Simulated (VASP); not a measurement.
**Na4CaGaP3O12: electric field gradients with PBE**

Crystal: Na4CaGaP3O12.

```
Na Ca Ga P O
1.0
     4.61111    2.66222    7.30691
    -4.61111    2.66222    7.30691
     0.00000   -5.32445    7.30691
Na Ca Ga P O
8 2 2 6 24
Direct
  0.88577 0.61583 0.24401
  0.61583 0.24401 0.88577
  0.24401 0.88577 0.61583
  0.38577 0.74401 0.11583
  0.74401 0.11583 0.38577
  0.11583 0.38577 0.74401
  0.50137 0.50137 0.50137
  0.00137 0.00137 0.00137
  0.34898 0.34898 0.34898
  0.84898 0.84898 0.84898
  0.64972 0.64972 0.64972
  0.14972 0.14972 0.14972
  0.54316 0.94289 0.26537
  0.94289 0.26537 0.54316
  0.26537 0.54316 0.94289
  0.04316 0.76537 0.44289
  0.76537 0.44289 0.04316
  0.44289 0.04316 0.76537
  0.53039 0.09960 0.29739
  0.09960 0.29739 0.53039
  0.29739 0.53039 0.09960
  0.03039 0.79739 0.59960
  0.79739 0.59960 0.03039
  0.59960 0.03039 0.79739
  0.48029 0.87125 0.72974
  0.87125 0.72974 0.48029
  0.72974 0.48029 0.87125
  0.98029 0.22974 0.37125
  0.22974 0.37125 0.98029
  0.37125 0.98029 0.22974
  0.40741 0.21670 0.61027
  0.21670 0.61027 0.40741
  0.61027 0.40741 0.21670
  0.90741 0.11027 0.71670
  0.11027 0.71670 0.90741
  0.71670 0.90741 0.11027
  0.55319 0.77063 0.43604
  0.77063 0.43604 0.55319
  0.43604 0.55319 0.77063
  0.05319 0.93604 0.27063
  0.93604 0.27063 0.05319
  0.27063 0.05319 0.93604
```

```json
{"Program": "VASP 6.6.1", "Task": "electric field gradients", "Functional": "PBE", "Potentials or basis": "VASP PAW PBE potentials, release 64 (Na_sv, Ca_sv, Ga_d, P, O)", "Cutoff": "970 eV", "k mesh": "3 × 3 × 3", "Occupations": "fermi-dirac, width 0.02 eV", "Spin": "no spin polarisation", "Dipole correction": "no", "Further INCAR settings": "LREAL = Auto; ALGO = Normal; EDIFF = 1e-08; NBANDS = 173"}
```

The pressure is -0.3 GPa, the largest force is 0.228 eV/Å and the band gap on the k mesh is 2.90 eV (least direct gap 2.92 eV). The largest electric field gradient by atom is Na -9.5, -10.1 (each value once); Ca +42.0; Ga +6.0; P +23.8; O +76.0, +121.6, +88.1, +107.8 (each value once) V/Å².

Forces on the atoms (eV/Å):
```
Na   0.083  0.024 -0.066
Na  -0.020 -0.084 -0.066
Na  -0.062  0.060 -0.066
Na   0.062  0.060 -0.066
Na   0.020 -0.084 -0.066
Na  -0.083  0.024 -0.066
Na   0.000  0.000 -0.098
Na   0.000  0.000 -0.098
Ca   0.000  0.000 -0.035
Ca   0.000  0.000 -0.035
Ga   0.000  0.000  0.157
Ga   0.000  0.000  0.157
P   -0.025  0.028  0.146
P    0.037  0.007  0.146
P   -0.012 -0.035  0.146
P    0.012 -0.035  0.146
P   -0.037  0.007  0.146
P    0.025  0.028  0.146
O    0.167 -0.152 -0.030
O   -0.215 -0.069 -0.030
O    0.048  0.221 -0.030
O   -0.048  0.221 -0.030
O    0.215 -0.069 -0.030
O   -0.167 -0.152 -0.030
O   -0.012 -0.020  0.032
O   -0.011  0.020  0.032
O    0.023  0.000  0.032
O   -0.023  0.000  0.032
O    0.011  0.020  0.032
O    0.012 -0.020  0.032
O   -0.015  0.000  0.086
O    0.007  0.013  0.086
O    0.007 -0.013  0.086
O   -0.007 -0.013  0.086
O   -0.007  0.013  0.086
O    0.015  0.000  0.086
O   -0.036 -0.075 -0.177
O   -0.047  0.069 -0.177
O    0.083  0.006 -0.177
O   -0.083  0.006 -0.177
O    0.047  0.069 -0.177
O    0.036 -0.075 -0.177
```

Stress tensor (GPa, compression positive):
```
-0.15  0.00  0.00
 0.00 -0.15  0.00
 0.00  0.00 -0.47
```

Levels at points of the mesh, in eV from the valence-band top:
| k point | band 143 | band 144 | band 145 | band 146 | band 147 | band 148 | band 149 | band 150 |
| --- | --- | --- | --- | --- | --- | --- | --- | --- |
| (0.00, 0.00, 0.00) | -0.28 | -0.01 | -0.01 | -0.01 | 2.90 | 5.11 | 5.18 | 7.03 |

Electric field gradients, principal values (V/Å²):
| atom | least | middle | greatest (by size) |
| --- | --- | --- | --- |
| 1 Na | 1.454 | 8.033 | -9.487 |
| 2 Na | 1.454 | 8.033 | -9.487 |
| 3 Na | 1.454 | 8.033 | -9.487 |
| 4 Na | 1.454 | 8.033 | -9.487 |
| 5 Na | 1.454 | 8.033 | -9.487 |
| 6 Na | 1.454 | 8.033 | -9.487 |
| 7 Na | 5.054 | 5.054 | -10.108 |
| 8 Na | 5.054 | 5.054 | -10.108 |
| 9 Ca | -21.005 | -21.005 | 42.010 |
| 10 Ca | -21.005 | -21.005 | 42.010 |
| 11 Ga | -3.018 | -3.018 | 6.035 |
| 12 Ga | -3.018 | -3.018 | 6.035 |
| 13 P | -0.206 | -23.563 | 23.770 |
| 14 P | -0.206 | -23.563 | 23.770 |
| 15 P | -0.206 | -23.563 | 23.770 |
| 16 P | -0.206 | -23.563 | 23.770 |
| 17 P | -0.206 | -23.563 | 23.770 |
| 18 P | -0.206 | -23.563 | 23.770 |
| 19 O | -30.401 | -45.596 | 75.997 |
| 20 O | -30.401 | -45.596 | 75.997 |
| 21 O | -30.401 | -45.596 | 75.997 |
| 22 O | -30.401 | -45.596 | 75.997 |
| 23 O | -30.401 | -45.596 | 75.997 |
| 24 O | -30.401 | -45.596 | 75.997 |
| 25 O | -50.642 | -70.932 | 121.574 |
| 26 O | -50.642 | -70.932 | 121.574 |
| 27 O | -50.642 | -70.932 | 121.574 |
| 28 O | -50.642 | -70.932 | 121.574 |
| 29 O | -50.642 | -70.932 | 121.574 |
| 30 O | -50.642 | -70.932 | 121.574 |
| 31 O | -34.537 | -53.522 | 88.058 |
| 32 O | -34.537 | -53.522 | 88.058 |
| 33 O | -34.537 | -53.522 | 88.058 |
| 34 O | -34.537 | -53.522 | 88.058 |
| 35 O | -34.537 | -53.522 | 88.058 |
| 36 O | -34.537 | -53.522 | 88.058 |
| 37 O | -40.803 | -67.012 | 107.815 |
| 38 O | -40.803 | -67.012 | 107.815 |
| 39 O | -40.803 | -67.012 | 107.815 |
| 40 O | -40.803 | -67.012 | 107.815 |
| 41 O | -40.803 | -67.012 | 107.815 |
| 42 O | -40.803 | -67.012 | 107.815 |

Wall time 2.1 h on 1 thread of Intel(R) Xeon(R) Platinum 8488C (Sapphire Rapids) (shared host), peak memory 2.2 GiB.

Caveat: without QUAD_EFG the Cq values of the log hold for a quadrupole moment of 1 mb, not for the nuclei. A k mesh can miss the band edges.
